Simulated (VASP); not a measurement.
# Al32AgO48 (a cell with a defect) in VASP: single point with PBE

Aim: the single point of Al32AgO48 (a cell with a defect) with PBE.

Program: VASP 6.6.1. These are calculated values, not measurements. Logs are shortened: lines on timing, memory, paths and dates and some standing lists are left out, and cuts for length are marked.

**1. The cell of the first run**

The cell holds a defect, 81 atoms: a = 10.361 Å, b = 10.361 Å, c = 10.361 Å, α = 55.29°, β = 55.29°, γ = 55.29°.

**2. Single point, PBE**

INCAR reads:

```
SYSTEM = Al32AgO48
  PREC = Accurate
  ENCUT = 520
  EDIFF = 1E-6
  ISMEAR = -1
  SIGMA = 0.01
  LREAL = Auto
  LASPH = .TRUE.
  NELM = 100
  ALGO = Normal
  ISIF = 2
  LWAVE = .FALSE.
  LCHARG = .TRUE.
  GGA = PE
  LELF = .TRUE.
  LVHAR = .TRUE.
  NBANDS = 244
  NELECT = 394.0
```

KPOINTS reads:

```
Automatic mesh
0
Gamma
  1 1 1
  0.25 0.25 0.25
```

POSCAR reads:

```
Al32AgO48
1.0
    4.8078835200      2.7758328500      8.7484141900
   -4.8078835200      2.7758328500      8.7484141900
    0.0000000000     -5.5516656900      8.7484141900
Al O Ag
32 48 1
Direct
    0.3383945200      0.3343359300      0.3395580000
    0.4330953900      0.4328583700      0.4325091900
    0.0688194900      0.0690642400      0.0678634400
    0.1663819800      0.1585296300      0.1666697000
    0.3282919600      0.3209470400      0.8230434300
    0.4339005300      0.4372760300      0.9144279700
    0.0725189700      0.0710208000      0.5794287100
    0.1740576100      0.1791298500      0.6783798300
    0.3235274100      0.8219927400      0.3276961600
    0.4320986500      0.9207889300      0.4295449600
    0.0666223700      0.5865560300      0.0688132900
    0.1808948200      0.6795897600      0.1733681200
    0.3250900700      0.8274545500      0.8213011700
    0.4293514800      0.9262447900      0.9238181000
    0.0739513200      0.5755659600      0.5766023600
    0.1777219500      0.6754452300      0.6789226600
    0.8225329200      0.3277159900      0.3214620500
    0.9196314100      0.4307301100      0.4304686600
    0.5840909900      0.0692594900      0.0670050500
    0.6785995900      0.1740377300      0.1787302400
    0.8227601200      0.3254480800      0.8248159700
    0.9252198700      0.4280638900      0.9257695200
    0.5778061200      0.0730753200      0.5747759300
    0.6797506100      0.1777364700      0.6741517600
    0.8268798200      0.8227259700      0.3229933900
    0.9265039700      0.9242929900      0.4278055000
    0.5757033500      0.5768291100      0.0725639000
    0.6757056000      0.6793351700      0.1757993100
    0.8252791100      0.8253018600      0.8230080100
    0.9276761800      0.9288851200      0.9241911300
    0.5755761000      0.5762079300      0.5721140200
    0.6779201600      0.6780452600      0.6751386700
    0.2133590700      0.0176841700      0.3831557000
    0.4854971600      0.1157164000      0.2928171600
    0.0095274600      0.3907090500      0.2106293300
    0.3907680200      0.1995422800      0.0118450300
    0.1173274300      0.2881465400      0.4846231000
    0.2998714900      0.4938619300      0.1087867000
    0.2224712100      0.0282568000      0.8725101500
    0.4758728800      0.1242093400      0.7739306100
    0.0276323000      0.3774415500      0.7244190500
    0.3753608300      0.2256737200      0.5360499100
    0.1262479700      0.2748874900      0.9677995000
    0.2799270300      0.4740421100      0.6284958600
    0.2262729600      0.5341075700      0.3757864300
    0.4743307600      0.6281302800      0.2787656900
    0.0276466400      0.8735144400      0.2214041400
    0.3783206400      0.7275420900      0.0251888600
    0.1249911600      0.7765550800      0.4740555000
    0.2754791300      0.9635187300      0.1271845000
    0.2254932400      0.5249650900      0.8802508100
    0.4738535600      0.6324606100      0.7715332200
    0.0306240700      0.8727861700      0.7243162700
    0.3765272700      0.7214382300      0.5299954900
    0.1248978700      0.7824579600      0.9692586300
    0.2781346200      0.9755118900      0.6222953700
    0.7259801700      0.0269924200      0.3763119000
    0.9667589000      0.1257240500      0.2758294700
    0.5359337900      0.3745191400      0.2265173900
    0.8732615200      0.2225270200      0.0267799600
    0.6286266300      0.2795928700      0.4735013900
    0.7760108900      0.4749213300      0.1233364000
    0.7282302900      0.0297232300      0.8694856400
    0.9712557700      0.1263445100      0.7794809900
    0.5310228100      0.3776106300      0.7202538600
    0.8793110600      0.2243024600      0.5249697900
    0.6224542900      0.2775545200      0.9744292600
    0.7763170200      0.4729711900      0.6277652600
    0.7196972800      0.5317611800      0.3758111500
    0.9773694500      0.6224227800      0.2757416700
    0.5272877600      0.8781928300      0.2235537400
    0.8714386400      0.7282977200      0.0273256900
    0.6305215100      0.7762025000      0.4702475900
    0.7809510700      0.9716380800      0.1235825100
    0.7207995900      0.5293451600      0.8753456800
    0.9733907900      0.6249161000      0.7807497900
    0.5301010300      0.8768474800      0.7193022600
    0.8775339400      0.7206248000      0.5281039900
    0.6260165200      0.7813711800      0.9713899200
    0.7818783500      0.9723938000      0.6239447800
    0.2540381800      0.2679510400      0.2294676500
```

Potentials or basis: VASP PAW PBE potentials, release 64 (Al, O, Ag).

On the command line:

```sh
cat potpaw_PBE.64/Al/POTCAR potpaw_PBE.64/O/POTCAR potpaw_PBE.64/Ag/POTCAR > POTCAR
mpirun -np 1 vasp_std > vasp.out
```

OUTCAR:

```text
SYSTEM = Al32AgO48
   PREC = Accurate
   ENCUT = 520
   EDIFF = 1E-6
   ISMEAR = -1
   LREAL = Auto
   LASPH = .TRUE.
   NELM = 100
   ISIF = 2
   GGA = PE
   NELECT = 394.0

 ion  position               nearest neighbor table
   1  0.338  0.334  0.340-  42 1.83  59 1.85  45 1.85  34 2.04  37 2.06  38 2.11  81 2.29   2 2.50
                             8 2.77  20 2.79  12 2.82  23 3.34  15 3.36
   2  0.433  0.433  0.433-  46 1.83  61 1.83  44 1.84  59 2.05  45 2.05  42 2.06   1 2.50  15 2.86
                            23 2.87  27 2.87  17 3.15   9 3.15   5 3.16
   3  0.069  0.069  0.068-  39 1.83  60 1.83  47 1.83  43 2.05  50 2.06  58 2.06   4 2.50  22 2.86
                            26 2.87  14 2.87  12 3.15   8 3.15  20 3.16
   4  0.166  0.159  0.167-  50 1.83  58 1.84  43 1.86  33 2.03  36 2.06  35 2.14  81 2.28   3 2.50
                             9 2.76   5 2.81  17 2.81  26 3.33  14 3.34
   5  0.328  0.321  0.823-  44 1.85  40 1.87  36 1.88  43 1.90  65 2.01  51 2.02   6 2.74  24 2.81
                             4 2.81  16 2.83   2 3.16  14 3.23  22 3.29
   6  0.434  0.437  0.914-  52 1.82  67 1.86  38 1.89  65 1.96  51 1.97  36 2.28  31 2.73  81 2.74
                             5 2.74  11 2.94  19 2.94  21 3.18  13 3.19
   7  0.073  0.071  0.579-  53 1.85  66 1.87  33 1.88  56 1.97  64 1.98  37 2.10   8 2.70  30 2.76
                            10 2.88  18 2.88  81 3.00  24 3.21  16 3.23
   8  0.174  0.179  0.678-  39 1.85  41 1.87  42 1.89  37 1.91  64 1.99  56 2.01   7 2.70   1 2.77
                            21 2.81  13 2.81   3 3.15  15 3.24  23 3.29
   9  0.324  0.822  0.328-  46 1.85  49 1.87  50 1.90  33 1.92  54 1.99  71 2.01  10 2.71   4 2.76
[... 93 lines left out ...]
  79  0.626  0.781  0.971-  14 1.86  29 1.87  28 1.99  27 1.99
  80  0.782  0.972  0.624-  26 1.86  29 1.86  23 1.98  24 2.00
  81  0.254  0.268  0.229-  38 2.13  36 2.15  35 2.16  34 2.23  37 2.25  33 2.28   4 2.28   1 2.29
                             6 2.74  11 2.75  19 2.85  18 2.88  10 2.99   7 3.00

  LATTYP: Found a trigonal (rhomboedric) cell.
 ALAT       =    10.3612616410
 COS(alpha) =     0.5693617618

  Lattice vectors:

 A1 = (   4.8078835200,   2.7758328500,   8.7484141900)
 A2 = (  -4.8078835200,   2.7758328500,   8.7484141900)
 A3 = (   0.0000000000,  -5.5516656900,   8.7484141900)

Analysis of symmetry for initial positions (statically):
=====================================================================
 Subroutine PRICEL returns:
 Original cell was already a primitive cell.

 Routine SETGRP: Setting up the symmetry group for a
 trigonal (rhombohedral) supercell.

 Subroutine GETGRP returns: Found  1 space group operations
 (whereof  1 operations were pure point group operations)
 out of a pool of 12 trial point group operations.

The static configuration has the point symmetry C_1 .

[... 256 lines left out ...]
   PSTRESS=    0.0 pullay stress
   NELECT =     394.0000    total number of electrons
   NUPDOWN=      -1.0000    fix difference up-down
   EMIN   =  10.00;   EMAX   =-10.00  energy-range for DOS
   EFERMI =   0.00;   METHOD = LEGACY
   ISMEAR =    -1;   SIGMA  =   0.01  broadening in eV -4-tet -1-fermi 0-gaus
   EFERMI_NEDOS =   21; number of points for ismear=-14 and -15
   IALGO  =     38    algorithm
   IMIX   =      4    mixing-type and parameters
     AMIX     =   0.40;   BMIX     =  1.00
     AMIX_MAG =   1.60;   BMIX_MAG =  1.00
  volume/ion in A,a.u.               =       8.65        58.36
  Fermi-wavevector in a.u.,A,eV,Ry     =   1.351339  2.553660 24.845829  1.826117
  Thomas-Fermi vector in A             =   2.478769
   LORBIT       =      0    0 simple, 1 ext, 2 COOP (PROOUT), +10 PAW based schemes
   GGA     = PE    functional components
   LHFCALC =     F    Hartree Fock is set to
   AEXX    =    0.0000 exact exchange contribution
   IVDW    =     0    specifies the selected vdW correction
   LEPSILON=     F    determine dielectric tensor
   LRPA    =     F    only Hartree local field effects (RPA)
 non-spin polarized calculation
  energy-cutoff  :      520.00
  volume of cell :      700.53
 maximum number of plane-waves:     18804
 NGX is ok and might be reduce to    80
   NGX = 39   NGY = 39   NGZ = 39

 number of electron     394.0000002 magnetization

 Free energy of the ion-electron system (eV)
  ---------------------------------------------------
  ext. energy  EPLUGINS =         0.00000000
  ---------------------------------------------------
  free energy    TOTEN  =      -601.10377418 eV

  energy without entropy =     -601.10377418  energy(sigma->0) =     -601.10377418

 E-fermi :   8.0195     XC(G=0): -11.6639

 val. band max:        7.7703084758   @ k =   0.2500   0.2500   0.2500
 cond. band min:      11.7955878500   @ k =   0.2500   0.2500   0.2500
 fundamental gap:      4.0252793741
 Fermi energy:         8.0195447373

 k-point     1 :       0.2500    0.2500    0.2500
  band No.  band energies     occupation
      1     -12.9212      2.00000
      2     -12.4231      2.00000
      3     -12.0613      2.00000
      4     -11.9679      2.00000
      5     -11.9472      2.00000
      6     -11.9450      2.00000
[... 201 lines left out ...]
    208      15.2422      0.00000
    209      15.2586      0.00000
 [bands above 209 left out]

------------------------ aborting loop because EDIFF is reached ----------------------------------------

  FORCE on cell =-STRESS in cart. coord.  units (eV):
  Direction    XX          YY          ZZ          XY          YZ          ZX
  --------------------------------------------------------------------------------------
  -------------------------------------------------------------------------------------
  Total       13.6827459     13.1978697     19.6346508     -0.3078285      0.6079546     -0.5551438
  in kB       31.2936348     30.1846804     44.9061609     -0.7040307      1.3904452     -1.2696624
  external PRESSURE =      35.4614921 kB  Pullay stress =       0.0000000 kB

 VOLUME and BASIS-vectors are now :
 -----------------------------------------------------------------------------
  energy-cutoff  :      520.00
  volume of cell :      700.53
      direct lattice vectors                 reciprocal lattice vectors
     4.807883520  2.775832850  8.748414190     0.103995864  0.060042040  0.038102144
    -4.807883520  2.775832850  8.748414190    -0.103995864  0.060042040  0.038102144
     0.000000000 -5.551665690  8.748414190     0.000000000 -0.120084080  0.038102144

 POSITION                                       TOTAL-FORCE (eV/Angst)
 -----------------------------------------------------------------------------------
      0.01951     -0.01773      8.85592         0.000292     -0.001427      0.014487
      0.00114      0.00260     11.35949         0.001839      0.000968      0.003595
     -0.00118      0.00599      1.79996         0.001458     -0.002212      0.000056
      0.03775     -0.02339      4.30056        -0.002831     -0.001453     -0.015085
      0.03531     -2.76708     12.88014         0.001023     -0.001520     -0.003996
     -0.01623     -2.65836     15.62121         0.001878      0.000048     -0.003953
[... 73 lines left out ...]
     -0.91598      1.40563     20.80563        -0.019369     -0.001253      0.001721
     -0.06689      0.17503      6.57406        -0.000553      0.010608      0.000775
 -----------------------------------------------------------------------------------
    total drift:                               -0.011237      0.006753      0.022569

  FREE ENERGIE OF THE ION-ELECTRON SYSTEM (eV)
  ---------------------------------------------------
  free  energy   TOTEN  =      -601.1037741767 eV

  energy  without entropy=     -601.1037741767  energy(sigma->0) =     -601.10377418
```

It took 30 min on 1 thread of AMD EPYC, shared host; peak memory 0.98 GiB.

Results:

- Free energy: -601.1038 eV
- Largest force: 0.028 eV/Å

Forces on the atoms (eV/Å):
```
Al   0.000 -0.001  0.014
Al   0.002  0.001  0.004
Al   0.001 -0.002  0.000
Al  -0.003 -0.001 -0.015
Al   0.001 -0.002 -0.004
Al   0.002  0.000 -0.004
Al   0.000  0.000  0.003
Al   0.002  0.002  0.006
Al   0.002 -0.001 -0.006
Al   0.002 -0.002  0.003
Al   0.000  0.002 -0.002
Al  -0.001 -0.003  0.009
Al   0.001  0.001 -0.001
Al  -0.005 -0.003  0.002
Al   0.005  0.002 -0.003
Al  -0.005  0.002  0.002
Al   0.000  0.000 -0.006
Al   0.000 -0.002  0.003
Al  -0.002  0.005 -0.005
Al   0.001  0.002  0.008
Al   0.003  0.002 -0.002
Al   0.004 -0.002  0.000
Al  -0.007  0.002  0.001
Al   0.001 -0.007 -0.001
Al   0.000  0.000  0.000
Al  -0.003  0.005  0.001
Al   0.001 -0.006  0.000
Al   0.006  0.001  0.001
Al   0.000 -0.001  0.001
Al  -0.003 -0.002 -0.002
Al  -0.001 -0.002  0.001
Al  -0.002 -0.005 -0.002
O    0.017  0.020  0.008
O   -0.007  0.020 -0.011
O    0.001 -0.019  0.006
O   -0.021  0.002  0.014
O    0.015 -0.009 -0.007
O   -0.008 -0.022 -0.015
O    0.022  0.003  0.000
O    0.008  0.013  0.001
O   -0.012 -0.015  0.001
O   -0.002  0.009  0.004
O    0.007 -0.011 -0.004
O   -0.019 -0.005 -0.005
O    0.011  0.001  0.001
O    0.009  0.020 -0.005
O   -0.011 -0.022  0.002
O   -0.008  0.020  0.001
O    0.010 -0.020  0.000
O   -0.012  0.006 -0.007
O    0.023  0.006 -0.001
O    0.008  0.020  0.002
O   -0.009 -0.019  0.000
O   -0.008  0.016 -0.002
O    0.013 -0.017  0.004
O   -0.023 -0.001  0.000
O    0.017 -0.001 -0.001
O    0.006  0.012 -0.006
O   -0.006 -0.007  0.001
O   -0.013  0.018  0.001
O    0.013 -0.017 -0.003
O   -0.020  0.003 -0.001
O    0.020  0.004  0.000
O    0.006  0.016  0.003
O   -0.010 -0.016 -0.002
O   -0.015  0.022  0.003
O    0.011 -0.022 -0.003
O   -0.020 -0.003  0.005
O    0.023 -0.001 -0.002
O    0.016  0.021 -0.003
O   -0.011 -0.018  0.006
O   -0.016  0.015 -0.003
O    0.014 -0.012  0.003
O   -0.022 -0.003  0.001
O    0.018 -0.001  0.001
O    0.009  0.017  0.002
O   -0.009 -0.016  0.000
O   -0.008  0.016 -0.001
O    0.013 -0.015  0.002
O   -0.019 -0.001  0.002
Ag  -0.001  0.011  0.001
```

Caveat: the k points lie up to 0.79 Å⁻¹ apart; the cell carries a net charge on a neutralising background, which shifts energy and pressure; the cell is charged against a uniform background, so pressure and absolute levels hang on convention.
